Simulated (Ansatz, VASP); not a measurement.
**Two plane-wave programs on C**

The input INCAR:

```
ALGO     = Normal         # electronic algorithm
EDIFF    = 1E-6           # SCF threshold, eV
ENCUT    = 520            # plane-wave cutoff, eV
GGA      = PE             # functional
ISIF     = 2              # what is computed and relaxed
ISMEAR   = 0              # smearing method
LASPH    = True           # aspherical terms in the spheres
LCHARG   = True           # write CHGCAR
LELF     = True           # ELF
LREAL    = False          # projectors in reciprocal space
LVHAR    = True         
LWAVE    = False          # write WAVECAR
NBANDS   = 11             # bands
NELM     = 80             # most SCF steps
PREC     = Accurate       # precision mode
SIGMA    = 0.01           # smearing width, eV
```

File KPOINTS:

```
k-points
0
Gamma
  10 10 10
```

File POSCAR:

```
C
1.0
    0.0000000000      1.7857704568      1.7857704568
    1.7857704568      0.0000000000      1.7857704568
    1.7857704568      1.7857704568      0.0000000000
C
2
Direct
    0.0000000000      0.0000000000      0.0000000000
    0.2500000000      0.2500000000      0.2500000000
```

Input for Ansatz:

```yaml
crystal:
  lattice:
    - [0.0, 1.7857704568, 1.7857704568]
    - [1.7857704568, 0.0, 1.7857704568]
    - [1.7857704568, 1.7857704568, 0.0]
  atoms:
    - { symbol: C, position: [0.0, 0.0, 0.0] }
    - { symbol: C, position: [0.25, 0.25, 0.25] }
kpoints:
  mp_grid: { grid: [10, 10, 10] }
hamiltonian:
  xc: pbe
scf:
  occupations: { method: fixed }
  n_extra_bands: 4
output:
  forces: true
  stress: true
  eigenvalues: true
```

Alike in both runs: task single point; functional PBE; k mesh 10 × 10 × 10; no spin polarisation.

```csv
,VASP,Ansatz
version,VASP 6.6.1,Ansatz 0.2.0
potentials or method,"VASP PAW PBE potentials, release 64 (C)","plane waves, PAW"
plane-wave cutoff (eV),520,420
occupations,"gaussian, width 0.01 eV",fixed
valence electrons in the cell,8,8
```

```csv
,VASP,Ansatz,Ansatz less VASP
gap on the k mesh at the Fermi level (eV),4.16,4.17,+0.008
pressure (GPa),0.7,0.0,-0.68
```
